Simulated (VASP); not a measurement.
# MgO: single point with LDA

Crystal: MgO.

```
Mg O
1.0
     2.05880    2.05880    0.00000
    -2.05880    2.05880    0.00000
     0.00000    2.05880    2.09207
Mg O
1 1
Direct
  0.00000 0.00000 0.00000
  0.50000 0.50000 0.00000
```

This cell differs from its parent crystal: film at in-plane strain -0.01.

```
Program             : VASP 6.6.1
Task                : single point
Functional          : LDA
Potentials or basis : VASP PAW LDA potentials, release 64 (Mg, O)
Cutoff              : 520 eV
k mesh              : 10 × 10 × 10
Occupations         : gaussian, width 0.01 eV
Spin                : no spin polarisation
```

```
Pressure               : 0.9 GPa
Band gap on the k mesh : 5.16 eV, direct
```

Stress tensor (GPa, compression positive):
```
 2.22  0.00  0.00
 0.00  2.22  0.00
 0.00  0.00 -1.70
```

Levels at points of the mesh, in eV from the valence-band top:
| k point | band 1 | band 2 | band 3 | band 4 | band 5 | band 6 | band 7 | band 8 | band 9 |
| --- | --- | --- | --- | --- | --- | --- | --- | --- | --- |
| (0.00, 0.00, 0.00) | -17.30 | -0.03 | -0.03 | 0.00 | 5.16 | 15.67 | 15.85 | 15.85 | 19.95 |
| (0.50, 0.00, 0.00) | -15.81 | -4.96 | -0.77 | -0.73 | 8.04 | 12.97 | 16.33 | 16.70 | 21.32 |
| (0.50, 0.50, 0.00) | -15.51 | -4.37 | -1.54 | -1.44 | 8.86 | 10.24 | 13.50 | 19.18 | 19.51 |
| (0.00, 0.00, 0.50) | -15.56 | -4.44 | -1.42 | -1.42 | 9.03 | 10.28 | 13.28 | 19.54 | 19.54 |

Wall time 8.5 s on 1 thread of Intel(R) Xeon(R) Platinum 8375C CPU @ 2.90GHz (Ice Lake), on a shared host, peak memory 0.14 GiB.

Caveat: the cell differs from its parent crystal (film at in-plane strain -0.01).
